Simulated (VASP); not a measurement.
# KNbO3 (P4mm) in VASP: settings compared

KNbO3 is run at these levels: revpbe exchange, lyp correlation, revpbe exchange, lyp correlation+U; tasks: single point.

Everything below comes from runs of VASP 6.6.1. Logs are shortened: lines on timing, memory, paths and dates and some standing lists are left out, and cuts for length are marked.

## 1. The cell of the first run

Symmetry: P4mm, No. 99, tetragonal system. Conventional cell: a = 3.996 Å, b = 3.996 Å, c = 4.063 Å, α = 90.00°, β = 90.00°, γ = 90.00°. Within 3.7 Å of K (site symmetry 4mm) lie 12 O at 2.79 to 2.91 Å and 8 Nb at 3.44 to 3.52 Å. Within 2.5 Å of Nb (site symmetry 4mm) lie 6 O at 1.85 to 2.21 Å. O (site symmetry 4mm) has 2 Nb at 1.85 to 2.21 Å within 2.5 Å. Within 3.0 Å of O (site symmetry 2mm) lie 2 Nb at 2.00 Å and 4 K at 2.79 to 2.91 Å and 8 O at 2.83 to 2.86 Å.

## 2. Single point, revpbe exchange, lyp correlation

The input, INCAR:

```
ALGO = Normal ; EDIFF = 1E-6
ENCUT = 600 ; GGA = LIBXC
GGA_COMPAT = False ; ISIF = 2
ISMEAR = 0 ; LASPH = True
LCHARG = False ; LIBXC1 = GGA_X_PBE_R
LIBXC2 = GGA_C_LYP ; LREAL = False
LWAVE = False ; NBANDS = 28
NELM = 120 ; PREC = Accurate
SIGMA = 0.01
```

The input, KPOINTS:

```
k-points
0
Gamma
  3 3 3
```

The input, POSCAR:

```
KNbO3
1.0
    3.9960000000      0.0000000000      0.0000000000
    0.0000000000      3.9960000000      0.0000000000
    0.0000000000      0.0000000000      4.0630000000
K Nb O
1 1 3
Direct
    0.0000000000      0.0000000000      0.0180000000
    0.5000000000      0.5000000000      0.5000000000
    0.5000000000      0.5000000000      0.0440000000
    0.5000000000      0.0000000000      0.5400000000
    0.0000000000      0.5000000000      0.5400000000
```

Potentials or basis: VASP PAW PBE potentials, release 64 (K_sv, Nb_sv, O).

Command:

```
cat potpaw_PBE.64/K_sv/POTCAR potpaw_PBE.64/Nb_sv/POTCAR potpaw_PBE.64/O/POTCAR > POTCAR
mpirun -np 1 vasp_std > vasp.out
```

OUTCAR:

```text
EDIFF = 1E-6
   ENCUT = 600
   GGA = LIBXC
   ISIF = 2
   ISMEAR = 0
   LASPH = True
   LREAL = False
   NELM = 120
   PREC = Accurate

 ion  position               nearest neighbor table
   1  0.000  0.000  0.018-   4 2.79   5 2.79   5 2.79   4 2.79   3 2.83   3 2.83   3 2.83   3 2.83

   2  0.500  0.500  0.500-   3 1.85   4 2.00   5 2.00   4 2.00   5 2.00   3 2.21
   3  0.500  0.500  0.044-   2 1.85   2 2.21   1 2.83   1 2.83   1 2.83   1 2.83
   4  0.500  0.000  0.540-   2 2.00   2 2.00   1 2.79   1 2.79
   5  0.000  0.500  0.540-   2 2.00   2 2.00   1 2.79   1 2.79

  LATTYP: Found a simple tetragonal cell.
 ALAT       =     3.9960000000
 C/A-ratio  =     1.0167667668

  Lattice vectors:

 A1 = (   3.9960000000,   0.0000000000,   0.0000000000)
 A2 = (   0.0000000000,   3.9960000000,   0.0000000000)
 A3 = (   0.0000000000,   0.0000000000,   4.0630000000)

Analysis of symmetry for initial positions (statically):
=====================================================================
 Subroutine PRICEL returns:
 Original cell was already a primitive cell.

 Routine SETGRP: Setting up the symmetry group for a
 simple tetragonal supercell.

 Subroutine GETGRP returns: Found  8 space group operations
 (whereof  8 operations were pure point group operations)
 out of a pool of 16 trial point group operations.

The static configuration has the point symmetry C_4v.

Analysis of symmetry for dynamics (positions and initial velocities):
=====================================================================
 Subroutine PRICEL returns:
 Original cell was already a primitive cell.

 Routine SETGRP: Setting up the symmetry group for a
 simple tetragonal supercell.

 Subroutine GETGRP returns: Found  8 space group operations
 (whereof  8 operations were pure point group operations)
 out of a pool of 16 trial point group operations.

The dynamic configuration has the point symmetry C_4v.

 Subroutine INISYM returns: Found  8 space group operations
 (whereof  8 operations are pure point group operations),
 and found     1 'primitive' translations

----------------------------------------------------------------------------------------

                                     Primitive cell

  volume of cell :      64.8780

  direct lattice vectors                    reciprocal lattice vectors
     3.996000000  0.000000000  0.000000000     0.250250250  0.000000000  0.000000000
     0.000000000  3.996000000  0.000000000     0.000000000  0.250250250  0.000000000
     0.000000000  0.000000000  4.063000000     0.000000000  0.000000000  0.246123554

  length of vectors
     3.996000000  3.996000000  4.063000000     0.250250250  0.250250250  0.246123554

  position of ions in fractional coordinates (direct lattice)
     0.000000000  0.000000000  0.018000000
     0.500000000  0.500000000  0.500000000
     0.500000000  0.500000000  0.044000000
     0.500000000  0.000000000  0.540000000
     0.000000000  0.500000000  0.540000000

  ion indices of the primitive-cell ions
   primitive index   ion index
                 1           1
                 2           2
                 3           3
                 4           4
                 5           5

----------------------------------------------------------------------------------------

 KPOINTS: k-points

Automatic generation of k-mesh.
 Grid dimensions read from file:
 generate k-points for:    3    3    3

 Generating k-lattice:

  Cartesian coordinates                     Fractional coordinates (reciprocal lattice)
     0.083416750  0.000000000  0.000000000     0.333333333  0.000000000  0.000000000
     0.000000000  0.083416750  0.000000000     0.000000000  0.333333333  0.000000000
     0.000000000  0.000000000  0.082041185     0.000000000  0.000000000  0.333333333

  Length of vectors
     0.083416750  0.083416750  0.082041185

  Shift w.r.t. Gamma in fractional coordinates (k-lattice)
     0.000000000  0.000000000  0.000000000

 Subroutine IBZKPT returns following result:
 ===========================================

 Found      6 irreducible k-points:

 Following reciprocal coordinates:
            Coordinates               Weight
  0.000000  0.000000  0.000000      1.000000
  0.333333  0.000000  0.000000      4.000000
  0.333333  0.333333  0.000000      4.000000
  0.000000  0.000000  0.333333      2.000000
  0.333333  0.000000  0.333333      8.000000
  0.333333  0.333333  0.333333      8.000000
   k-points           NKPTS =      6   k-points in BZ     NKDIM =      6   number of bands    NBANDS=     28
   number of dos      NEDOS =    301   number of ions     NIONS =      5
   total plane-waves  NPLWV =  32768
   dimension x,y,z NGX =    32 NGY =   32 NGZ =   32
   dimension x,y,z NGXF=    64 NGYF=   64 NGZF=   64
   ions per type =               1   1   3
   NGX,Y,Z   is equivalent  to a cutoff of  13.31, 13.31, 13.09 a.u.
   NGXF,Y,Z  is equivalent  to a cutoff of  26.63, 26.63, 26.19 a.u.
 SYSTEM =  unknown system
   PREC   = accura    normal or accurate (medium, high low for compatibility)
   ISTART =      0    job   : 0-new  1-cont  2-samecut
   ICHARG =      2    charge: 1-file 2-atom 10-const
   ISPIN  =      1    spin polarized calculation?
   LNONCOLLINEAR =      F non collinear calculations
   LSORBIT =      F    spin-orbit coupling
   LASPH  =      T    aspherical Exc in radial PAW
   ENCUT  =  600.0 eV  44.10 Ry    6.64 a.u.   7.98  7.98  8.11*2*pi/ulx,y,z
   NELM   =    120;   NELMIN=  2; NELMDL= -5     # of ELM steps
   EDIFF  = 0.1E-05   stopping-criterion for ELM
   LREAL  =      F    real-space projection
[... 7 lines left out ...]
   TEBEG  =    0.0;   TEEND  =   0.0 temperature during run
   PSTRESS=    0.0 pullay stress
   NELECT =      40.0000    total number of electrons
   NUPDOWN=      -1.0000    fix difference up-down
   EMIN   =  10.00;   EMAX   =-10.00  energy-range for DOS
   EFERMI =   0.00;   METHOD = LEGACY
   ISMEAR =     0;   SIGMA  =   0.01  broadening in eV -4-tet -1-fermi 0-gaus
   EFERMI_NEDOS =   21; number of points for ismear=-14 and -15
   IALGO  =     38    algorithm
   IMIX   =      4    mixing-type and parameters
     AMIX     =   0.40;   BMIX     =  1.00
     AMIX_MAG =   1.60;   BMIX_MAG =  1.00
  volume/ion in A,a.u.               =      12.98        87.56
  Fermi-wavevector in a.u.,A,eV,Ry     =   1.393356  2.633062 26.414925  1.941442
  Thomas-Fermi vector in A             =   2.517010
   LORBIT       =      0    0 simple, 1 ext, 2 COOP (PROOUT), +10 PAW based schemes
   GGA     = LIBXC    functional components
   LHFCALC =     F    Hartree Fock is set to
   AEXX    =    0.0000 exact exchange contribution
   IVDW    =     0    specifies the selected vdW correction
   LEPSILON=     F    determine dielectric tensor
   LRPA    =     F    only Hartree local field effects (RPA)
 non-spin polarized calculation
 Gauss-broadening in eV      SIGMA  =   0.01
  energy-cutoff  :      600.00
  volume of cell :       64.88
 maximum number of plane-waves:      2176
 NGX is ok and might be reduce to    32
   NGX = 15   NGY = 15   NGZ = 17

 number of electron      39.9999992 magnetization

 Free energy of the ion-electron system (eV)
  ---------------------------------------------------
  ext. energy  EPLUGINS =         0.00000000
  ---------------------------------------------------
  free energy    TOTEN  =       -35.99133264 eV

  energy without entropy =      -35.99133264  energy(sigma->0) =      -35.99133264

 E-fermi :   3.6090     XC(G=0): -10.0726

 val. band max:        3.3899865186   @ k =   0.3333   0.3333   0.3333
 cond. band min:       5.3791929690   @ k =   0.0000   0.0000   0.0000
 fundamental gap:      1.9892064504
 Fermi energy:         3.6090018521

 k-point     1 :       0.0000    0.0000    0.0000
  band No.  band energies     occupation
      1     -51.2959      2.00000
      2     -27.4238      2.00000
      3     -27.3105      2.00000
      4     -27.3105      2.00000
      5     -23.8349      2.00000
      6     -13.4307      2.00000
[... 20 lines left out ...]
     27      11.8164      0.00000
     28      11.9388      0.00000

 k-point     2 :       0.3333    0.0000    0.0000
  band No.  band energies     occupation
      1     -51.2942      2.00000
      2     -27.4208      2.00000
      3     -27.4113      2.00000
      4     -27.3071      2.00000
      5     -23.8158      2.00000
      6     -13.3873      2.00000
[... 20 lines left out ...]
     27      12.9195      0.00000
     28      13.2370      0.00000

 k-point     3 :       0.3333    0.3333    0.0000
  band No.  band energies     occupation
      1     -51.2924      2.00000
      2     -27.4178      2.00000
      3     -27.4064      2.00000
      4     -27.4062      2.00000
      5     -23.8052      2.00000
      6     -13.2009      2.00000
[... 20 lines left out ...]
     27      13.5397      0.00000
     28      14.1602      0.00000

 k-point     4 :       0.0000    0.0000    0.3333
  band No.  band energies     occupation
      1     -51.2946      2.00000
      2     -27.5077      2.00000
      3     -27.3077      2.00000
      4     -27.3077      2.00000
      5     -23.8177      2.00000
      6     -13.3684      2.00000
[... 20 lines left out ...]
     27      12.7903      0.00000
     28      13.3445      0.00000

 k-point     5 :       0.3333    0.0000    0.3333
  band No.  band energies     occupation
      1     -51.2928      2.00000
      2     -27.5026      2.00000
      3     -27.4074      2.00000
      4     -27.3044      2.00000
      5     -23.8071      2.00000
      6     -13.1663      2.00000
[... 20 lines left out ...]
     27      13.5016      0.00000
     28      14.2035      0.00000

 k-point     6 :       0.3333    0.3333    0.3333
  band No.  band energies     occupation
      1     -51.2911      2.00000
      2     -27.4984      2.00000
      3     -27.4036      2.00000
      4     -27.4030      2.00000
      5     -23.7970      2.00000
      6     -12.5555      2.00000
[... 20 lines left out ...]
     27      13.7211      0.00000
     28      13.9494      0.00000

------------------------ aborting loop because EDIFF is reached ----------------------------------------

  FORCE on cell =-STRESS in cart. coord.  units (eV):
  Direction    XX          YY          ZZ          XY          YZ          ZX
  --------------------------------------------------------------------------------------
  -------------------------------------------------------------------------------------
  Total        3.9780575      3.9780575      5.3283495      0.0000000     -0.0000000      0.0000000
  in kB       98.2389825     98.2389825    131.5847327      0.0000000     -0.0000000      0.0000000
  external PRESSURE =     109.3542326 kB  Pullay stress =       0.0000000 kB

 VOLUME and BASIS-vectors are now :
 -----------------------------------------------------------------------------
  energy-cutoff  :      600.00
  volume of cell :       64.88
      direct lattice vectors                 reciprocal lattice vectors
     3.996000000  0.000000000  0.000000000     0.250250250  0.000000000  0.000000000
     0.000000000  3.996000000  0.000000000     0.000000000  0.250250250  0.000000000
     0.000000000  0.000000000  4.063000000     0.000000000  0.000000000  0.246123554

 POSITION                                       TOTAL-FORCE (eV/Angst)
 -----------------------------------------------------------------------------------
      0.00000      0.00000      0.07313         0.000000     -0.000000     -0.022761
      1.99800      1.99800      2.03150         0.000000      0.000000     -0.213456
      1.99800      1.99800      0.17877         0.000000     -0.000000     -0.210378
      1.99800      0.00000      2.19402        -0.000000     -0.000000      0.223297
      0.00000      1.99800      2.19402         0.000000     -0.000000      0.223297
 -----------------------------------------------------------------------------------
    total drift:                                0.000000     -0.000000      0.000115

  FREE ENERGIE OF THE ION-ELECTRON SYSTEM (eV)
  ---------------------------------------------------
  free  energy   TOTEN  =       -35.9913326414 eV

  energy  without entropy=      -35.9913326414  energy(sigma->0) =      -35.99133264
```

It took 26 s on 1 thread of Intel Xeon 8259CL, shared host; peak memory 0.18 GiB.

What came out:

* Free energy: -35.9913 eV
* Pressure: 10.9 GPa
* Largest force: 0.223 eV/Å
* Band gap on the k mesh: 1.99 eV (least direct gap 2.46 eV)

Forces in eV/Å, atoms in the order of the input:
```
K    0.000  0.000 -0.023
Nb   0.000  0.000 -0.213
O    0.000  0.000 -0.210
O    0.000  0.000  0.223
O    0.000  0.000  0.223
```

Levels at points of the mesh, in eV from the valence-band top:
| k point | band 16 | band 17 | band 18 | band 19 | band 20 | band 21 | band 22 | band 23 | band 24 | band 25 |
| --- | --- | --- | --- | --- | --- | --- | --- | --- | --- | --- |
| (0.00, 0.00, 0.00) | -1.21 | -0.79 | -0.68 | -0.47 | -0.47 | 1.99 | 2.64 | 2.64 | 5.79 | 5.94 |

Caveat: the k points lie up to 0.52 Å⁻¹ apart; the PAW data sets were made with another functional, which shifts forces and pressure a little.

(Part 1 of 2 ends here.)
